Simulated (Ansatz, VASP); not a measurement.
# Two plane-wave programs on ZnGeP2

```
CELL_PARAMETERS angstrom
-2.71223 2.71223 5.35467
2.71223 -2.71223 5.35467
2.71223 2.71223 -5.35467
ATOMIC_POSITIONS crystal
Zn 0.00000 0.00000 0.00000
Zn 0.75000 0.25000 0.50000
Ge 0.50000 0.50000 0.00000
Ge 0.25000 0.75000 0.50000
P 0.37500 0.37668 0.50168
P 0.62332 0.12500 0.99832
P 0.87500 0.87332 0.49832
P 0.12668 0.62500 0.00168
```

Alike in both runs: functional PBEsol; k mesh 8 × 8 × 8; occupations gaussian, width 0.02 eV; no spin polarisation.

Ansatz relaxed the structure, and its values are those at the end. VASP's run is a single point on that final structure, the one shown.

|  | VASP | Ansatz |
| --- | --- | --- |
| version | VASP 6.6.1 | Ansatz 0.2.0 |
| potentials or method | VASP PAW PBE potentials, release 64 (Zn, Ge_d, P), cutoff 500 eV | scalar-relativistic, plane waves, PAW |
| valence electrons in the cell | 72 | 72 |

Ansatz gave:

```
gap on the k mesh at the Fermi level (eV) : 1.12
least direct gap on the mesh (eV)         : 1.24
pressure (GPa)                            : 0.0
rms of the force components (eV/Å)        : 0.000
```

Question: Which values does VASP return?

Answer: gap on the k mesh at the Fermi level (eV): 1.13; least direct gap on the mesh (eV): 1.25; pressure (GPa): 0.0; rms of the force components (eV/Å): 0.011.

VASP's potentials were made for PBE, not for PBEsol.
